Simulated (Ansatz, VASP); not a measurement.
# La: VASP beside Ansatz

```
CELL_PARAMETERS angstrom
3.75000 0.00000 0.00000
-1.87500 3.24760 0.00000
0.00000 0.00000 6.00930
ATOMIC_POSITIONS crystal
La 0.33333 0.66667 0.25000
La 0.66667 0.33333 0.75000
```

Change from the starting cell: zz strain of -1 %, crystal datasets.

Alike in both runs: task electric field gradients; functional LDA; k mesh 11 × 11 × 6; occupations fermi-dirac, width 0.05 eV; no spin polarisation.

```csv
,VASP,Ansatz
version,VASP 6.6.1,Ansatz 0.2.0
potentials or method,"VASP PAW LDA potentials, release 64 (La), cutoff 520 eV","all-electron PAW with datasets made for the crystal, scalar-relativistic"
```

Ansatz gave:

```
pressure (GPa)                                                : -2.8
traceless stress, the component that is largest in VASP (GPa) : 0.08
size of Vzz on the site where it differs most (V/Å²)          : 17.2
```

Q: Which values does VASP return?

A: Pressure (GPa): -2.9; traceless stress, the component that is largest in VASP (GPa): 0.07; size of Vzz on the site where it differs most (V/Å²): 18.8.

LDA's correlation is that of Perdew and Zunger in VASP and of Perdew and Wang (1992) in Ansatz. Ansatz ran all-electron here, and VASP with PAW potentials.

Spin-orbit coupling is off throughout.
